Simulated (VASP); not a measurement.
# K (Im-3m) in VASP: notebook

The runs below take K through single point, relaxation of cell and atoms, with LDA.

All numbers are computed with VASP 6.6.1; they aren't measurements. Logs are shortened: lines on timing, memory, paths and dates and some standing lists are left out, and cuts for length are marked.

## Step 1: The cell of the first run

The structure is cubic, space group Im-3m (No. 229). Conventional cell: a = 5.049 Å, b = 5.049 Å, c = 5.049 Å, α = 90.00°, β = 90.00°, γ = 90.00°. K (site symmetry m-3m) has 14 K at 4.37 to 5.05 Å within 5.7 Å.

## Step 2: Single point, LDA

INCAR

```
ALGO     = Normal         # electronic algorithm
EDIFF    = 1E-6           # SCF threshold, eV
ENCUT    = 520            # plane-wave cutoff, eV
ISIF     = 2              # what is computed and relaxed
ISMEAR   = -1             # smearing method
LASPH    = True           # aspherical terms in the spheres
LCHARG   = False          # write CHGCAR
LREAL    = False          # projectors in reciprocal space
LWAVE    = False          # write WAVECAR
NBANDS   = 10             # bands
NELM     = 60             # most SCF steps
PREC     = Accurate       # precision mode
SIGMA    = 0.08           # smearing width, eV
```

KPOINTS

```
k-points
0
Gamma
  16 16 16
```

POSCAR

```
K
1.0
   -2.5246083744      2.5246083744      2.5246083744
    2.5246083744     -2.5246083744      2.5246083744
    2.5246083744      2.5246083744     -2.5246083744
K
1
Direct
    0.0000000000      0.0000000000      0.0000000000
```

Potentials or basis: VASP PAW LDA potentials, release 64 (K_sv).

The run is started by

```bash
$ cat potpaw_LDA.64/K_sv/POTCAR > POTCAR
$ mpirun -np 1 vasp_std > vasp.out
```

OUTCAR:

```text
EDIFF = 1E-6
   ENCUT = 520
   ISIF = 2
   ISMEAR = -1
   LASPH = True
   LREAL = False
   NELM = 60
   PREC = Accurate

 ion  position               nearest neighbor table
   1  0.000  0.000  0.000-

  LATTYP: Found a body centered cubic cell.
 ALAT       =     5.0492167488

  Lattice vectors:

 A1 = (  -2.5246083744,   2.5246083744,   2.5246083744)
 A2 = (   2.5246083744,  -2.5246083744,   2.5246083744)
 A3 = (   2.5246083744,   2.5246083744,  -2.5246083744)

Analysis of symmetry for initial positions (statically):
=====================================================================
 Subroutine PRICEL returns:
 Original cell was already a primitive cell.

 Routine SETGRP: Setting up the symmetry group for a
 body centered cubic supercell.

 Subroutine GETGRP returns: Found 48 space group operations
 (whereof 48 operations were pure point group operations)
 out of a pool of 48 trial point group operations.

The static configuration has the point symmetry O_h .

Analysis of symmetry for dynamics (positions and initial velocities):
=====================================================================
 Subroutine PRICEL returns:
 Original cell was already a primitive cell.

 Routine SETGRP: Setting up the symmetry group for a
 body centered cubic supercell.

 Subroutine GETGRP returns: Found 48 space group operations
 (whereof 48 operations were pure point group operations)
 out of a pool of 48 trial point group operations.

The dynamic configuration has the point symmetry O_h .

 Subroutine INISYM returns: Found 48 space group operations
 (whereof 48 operations are pure point group operations),
 and found     1 'primitive' translations

----------------------------------------------------------------------------------------

                                     Primitive cell

  volume of cell :      64.3639

  direct lattice vectors                    reciprocal lattice vectors
    -2.524608374  2.524608374  2.524608374     0.000000000  0.198050519  0.198050519
     2.524608374 -2.524608374  2.524608374     0.198050519  0.000000000  0.198050519
     2.524608374  2.524608374 -2.524608374     0.198050519  0.198050519  0.000000000

  length of vectors
     4.372749974  4.372749974  4.372749974     0.280085731  0.280085731  0.280085731

  position of ions in fractional coordinates (direct lattice)
     0.000000000  0.000000000  0.000000000

  ion indices of the primitive-cell ions
   primitive index   ion index
                 1           1

----------------------------------------------------------------------------------------

 KPOINTS: k-points

Automatic generation of k-mesh.
 Grid dimensions read from file:
 generate k-points for:   16   16   16

 Generating k-lattice:

  Cartesian coordinates                     Fractional coordinates (reciprocal lattice)
     0.000000000  0.012378157  0.012378157     0.062500000  0.000000000  0.000000000
     0.012378157  0.000000000  0.012378157     0.000000000  0.062500000  0.000000000
     0.012378157  0.012378157  0.000000000     0.000000000  0.000000000  0.062500000

  Length of vectors
     0.017505358  0.017505358  0.017505358

  Shift w.r.t. Gamma in fractional coordinates (k-lattice)
     0.000000000  0.000000000  0.000000000

 Subroutine IBZKPT returns following result:
 ===========================================

 Found    145 irreducible k-points:

 Following reciprocal coordinates:
            Coordinates               Weight
  0.000000  0.000000  0.000000      1.000000
  0.062500  0.000000  0.000000     12.000000
  0.125000  0.000000  0.000000     12.000000
  0.187500  0.000000  0.000000     12.000000
  0.250000  0.000000  0.000000     12.000000
  0.312500  0.000000  0.000000     12.000000
[... 16 lines left out ...]
  0.187500  0.187500  0.000000     24.000000
  0.250000  0.187500  0.000000     48.000000
 [... further k-points ...]
   k-points           NKPTS =    145   k-points in BZ     NKDIM =    145   number of bands    NBANDS=     10
   number of dos      NEDOS =    301   number of ions     NIONS =      1
   total plane-waves  NPLWV =  46656
   dimension x,y,z NGX =    36 NGY =   36 NGZ =   36
   dimension x,y,z NGXF=    72 NGYF=   72 NGZF=   72
   ions per type =               1
   NGX,Y,Z   is equivalent  to a cutoff of  13.69, 13.69, 13.69 a.u.
   NGXF,Y,Z  is equivalent  to a cutoff of  27.37, 27.37, 27.37 a.u.
 SYSTEM =  unknown system
   PREC   = accura    normal or accurate (medium, high low for compatibility)
   ISTART =      0    job   : 0-new  1-cont  2-samecut
   ICHARG =      2    charge: 1-file 2-atom 10-const
   ISPIN  =      1    spin polarized calculation?
   LNONCOLLINEAR =      F non collinear calculations
   LSORBIT =      F    spin-orbit coupling
   LASPH  =      T    aspherical Exc in radial PAW
   ENCUT  =  520.0 eV  38.22 Ry    6.18 a.u.   8.13  8.13  8.13*2*pi/ulx,y,z
   NELM   =     60;   NELMIN=  2; NELMDL= -5     # of ELM steps
   EDIFF  = 0.1E-05   stopping-criterion for ELM
   LREAL  =      F    real-space projection
[... 7 lines left out ...]
   TEBEG  =    0.0;   TEEND  =   0.0 temperature during run
   PSTRESS=    0.0 pullay stress
   NELECT =       9.0000    total number of electrons
   NUPDOWN=      -1.0000    fix difference up-down
   EMIN   =  10.00;   EMAX   =-10.00  energy-range for DOS
   EFERMI =   0.00;   METHOD = LEGACY
   ISMEAR =    -1;   SIGMA  =   0.08  broadening in eV -4-tet -1-fermi 0-gaus
   EFERMI_NEDOS =   21; number of points for ismear=-14 and -15
   IALGO  =     38    algorithm
   IMIX   =      4    mixing-type and parameters
     AMIX     =   0.40;   BMIX     =  1.00
     AMIX_MAG =   1.60;   BMIX_MAG =  1.00
  volume/ion in A,a.u.               =      64.36       434.35
  Fermi-wavevector in a.u.,A,eV,Ry     =   0.849718  1.605735  9.823695  0.722021
  Thomas-Fermi vector in A             =   1.965583
   LORBIT       =      0    0 simple, 1 ext, 2 COOP (PROOUT), +10 PAW based schemes
   GGA     = CA    functional components
   LHFCALC =     F    Hartree Fock is set to
   AEXX    =    0.0000 exact exchange contribution
   IVDW    =     0    specifies the selected vdW correction
   LEPSILON=     F    determine dielectric tensor
   LRPA    =     F    only Hartree local field effects (RPA)
 non-spin polarized calculation
  energy-cutoff  :      520.00
  volume of cell :       64.36
 maximum number of plane-waves:      1754
 NGX is ok and might be reduce to    36
   NGX = 17   NGY = 17   NGZ = 17

 number of electron       9.0000001 magnetization

 Free energy of the ion-electron system (eV)
  ---------------------------------------------------
  ext. energy  EPLUGINS =         0.00000000
  ---------------------------------------------------
  free energy    TOTEN  =        -1.17279536 eV

  energy without entropy =       -1.15737645  energy(sigma->0) =       -1.16508591

 E-fermi :  -0.0027     XC(G=0):  -6.2238

 val. band max:       -0.0068947611   @ k =  -0.3750   0.4375   0.1250
 cond. band min:      -0.0010917105   @ k =   0.3125   0.1875  -0.0000
 fundamental gap:      0.0058030506
 Fermi energy:        -0.0026607295

 k-point     1 :       0.0000    0.0000    0.0000
  band No.  band energies     occupation
      1     -31.7503      2.00000
      2     -15.4174      2.00000
      3     -15.4174      2.00000
      4     -15.4174      2.00000
      5      -2.3686      2.00000
      6       4.2713      0.00000
      7       4.2713      0.00000
      8       4.2713      0.00000
      9       5.2989      0.00000
     10       5.2989      0.00000

 k-point     2 :       0.0625    0.0000    0.0000
  band No.  band energies     occupation
      1     -31.7500      2.00000
      2     -15.4218      2.00000
      3     -15.4188      2.00000
      4     -15.4174      2.00000
      5      -2.3139      2.00000
      6       4.2055      0.00000
      7       4.2100      0.00000
      8       4.3174      0.00000
      9       5.1958      0.00000
     10       5.2883      0.00000

 k-point     3 :       0.1250    0.0000    0.0000
  band No.  band energies     occupation
      1     -31.7491      2.00000
      2     -15.4342      2.00000
      3     -15.4229      2.00000
      4     -15.4174      2.00000
      5      -2.1513      2.00000
      6       3.9644      0.00000
      7       4.0339      0.00000
      8       4.4546      0.00000
      9       5.0550      0.00000
     10       5.2672      0.00000

 k-point     4 :       0.1875    0.0000    0.0000
  band No.  band energies     occupation
      1     -31.7477      2.00000
      2     -15.4527      2.00000
      3     -15.4289      2.00000
      4     -15.4174      2.00000
      5      -1.8862      2.00000
      6       3.5164      0.00000
      7       3.8104      0.00000
      8       4.6806      0.00000
      9       5.0414      0.00000
     10       5.2597      0.00000
[... 222 lines left out ...]
 k-point    22 :       0.4375    0.1250    0.0000
  band No.  band energies     occupation
      1     -31.7417      2.00000
      2     -15.5242      2.00000
      3     -15.4595      2.00000
      4     -15.4234      2.00000
      5       0.5508      0.00198
      6       0.8639      0.00004
      7       2.8672      0.00000
      8       4.7872      0.00000
      9       5.7821      0.00000
     10       6.1283      0.00000

 k-point    23 :       0.1875    0.1875    0.0000
  band No.  band energies     occupation
      1     -31.7442      2.00000
      2     -15.4937      2.00000
      3     -15.4440      2.00000
      4     -15.4252      2.00000
      5      -0.9857      1.99999
      6       2.5887      0.00000
      7       3.0397      0.00000
      8       4.9480      0.00000
      9       5.2090      0.00000
     10       5.7021      0.00000

 k-point    24 :       0.2500    0.1875    0.0000
  band No.  band energies     occupation
      1     -31.7429      2.00000
      2     -15.5051      2.00000
      3     -15.4534      2.00000
      4     -15.4267      2.00000
      5      -0.5216      1.99696
      6       2.1683      0.00000
      7       2.7961      0.00000
      8       4.9908      0.00000
      9       5.2753      0.00000
     10       5.8137      0.00000

 [... further k-points ...]

------------------------ aborting loop because EDIFF is reached ----------------------------------------

  FORCE on cell =-STRESS in cart. coord.  units (eV):
  Direction    XX          YY          ZZ          XY          YZ          ZX
  --------------------------------------------------------------------------------------
  -------------------------------------------------------------------------------------
  Total       -0.0112514     -0.0112514     -0.0112514      0.0000000      0.0000000     -0.0000000
  in kB       -0.2800760     -0.2800760     -0.2800760      0.0000000      0.0000000     -0.0000000
  external PRESSURE =      -0.2800760 kB  Pullay stress =       0.0000000 kB

 VOLUME and BASIS-vectors are now :
 -----------------------------------------------------------------------------
  energy-cutoff  :      520.00
  volume of cell :       64.36
      direct lattice vectors                 reciprocal lattice vectors
    -2.524608374  2.524608374  2.524608374     0.000000000  0.198050519  0.198050519
     2.524608374 -2.524608374  2.524608374     0.198050519  0.000000000  0.198050519
     2.524608374  2.524608374 -2.524608374     0.198050519  0.198050519  0.000000000

 POSITION                                       TOTAL-FORCE (eV/Angst)
 -----------------------------------------------------------------------------------
      0.00000      0.00000      0.00000        -0.000000     -0.000000      0.000000
 -----------------------------------------------------------------------------------
    total drift:                               -0.000000      0.000000      0.000000

  FREE ENERGIE OF THE ION-ELECTRON SYSTEM (eV)
  ---------------------------------------------------
  free  energy   TOTEN  =        -1.1727953606 eV

  energy  without entropy=       -1.1573764543  energy(sigma->0) =       -1.16508591
```

Run time: 32 s. Hardware: 1 thread of Intel Xeon 6975P-C (Granite Rapids), shared host; peak memory 0.22 GiB.

Results:

```
Free energy            : -1.1728 eV
Pressure               : 0.0 GPa
Band gap on the k mesh : zero (an odd number of electrons rules out a gap without spin polarisation)
```

## Step 3: Relaxation of cell and atoms, LDA

This run uses another cell than the first one, of 71.32 Å³/atom.

INCAR

```
SYSTEM = K
  ALGO = Normal
  EDIFF = 1E-6
  EDIFFG = -0.002
  ENCUT = 600
  GGA = CA
  IBRION = 2
  ISIF = 3
  ISMEAR = -1
  LASPH = .True.
  LCHARG = .False.
  LREAL = .False.
  LWAVE = .False.
  NELM = 80
  NSW = 100
  PREC = Accurate
  SIGMA = 0.08
```

KPOINTS

```
k-points
0
Gamma
  16 16 16
  0 0 0
```

POSCAR

```
K
1.0
   -2.6125000000      2.6125000000      2.6125000000
    2.6125000000     -2.6125000000      2.6125000000
    2.6125000000      2.6125000000     -2.6125000000
K
1
Direct
    0.0000000000      0.0000000000      0.0000000000
```

Potentials or basis: VASP PAW LDA potentials, release 64 (K_sv).

The run is started by

```bash
$ cat potpaw_LDA.64/K_sv/POTCAR > POTCAR
$ mpirun -np 1 vasp_std > vasp.out
```

Wall time 3.3 min (1 thread of Intel Xeon 6975P-C (Granite Rapids), shared host); peak memory 0.25 GiB.

It converged, with:

```yaml
Free_energy: -1.1730 eV
Relaxed_volume: 64.14 Å³/atom
Relaxed_cell: a = 4.368 Å, b = 4.368 Å, c = 4.368 Å, α = 109.47°, β = 109.47°, γ = 109.47°
Space_group_after_relaxing_to_0.1_Å: Im-3m (No. 229)
Energy_gained_by_relaxing: 9.4 meV/atom
Ionic_steps: 12
Pressure_after_relaxing: 0.0 GPa
Band_gap_on_the_k_mesh: zero (an odd number of electrons rules out a gap without spin polarisation)
```

Step by step:
```csv
step,energy change (eV),largest force (eV/Å),pressure (GPa),volume (Å³)
1,0.0000,0.0000,-0.39,71.32
2,-0.0039,0.0000,-0.31,69.56
3,-0.0085,0.0000,-0.14,66.31
4,-0.0055,0.0000,0.32,60.13
5,-0.0094,0.0000,-0.01,64.24
6,-0.0094,0.0000,0.01,64.08
7,-0.0094,0.0000,0.02,64.13
8,-0.0094,0.0000,-0.01,64.29
9,-0.0094,0.0000,-0.02,64.24
10,-0.0094,0.0000,-0.02,64.18
11,-0.0094,0.0000,-0.01,64.16
12,-0.0094,0.0000,0.00,64.14
```

Final structure:
```
K
1.0
    -2.52171    2.52171    2.52171
     2.52171   -2.52171    2.52171
     2.52171    2.52171   -2.52171
K
1
Direct
  0.00000 0.00000 0.00000
```

Levels at points of the mesh, in eV from the Fermi level:
```tsv
k point	band 1	band 2	band 3	band 4	band 5	band 6	band 7	band 8
(0.00, 0.00, 0.00)	-31.75	-15.41	-15.41	-15.41	-2.37	4.28	4.28	4.28
(0.50, 0.00, 0.00)	-31.74	-15.53	-15.45	-15.41	0.39	0.81	3.11	5.01
(0.50, 0.50, 0.50)	-31.73	-15.49	-15.49	-15.49	1.58	1.58	3.84	3.84
```

LDA usually gives volumes a few per cent too small. Zero-point motion and thermal expansion aren't in these numbers.
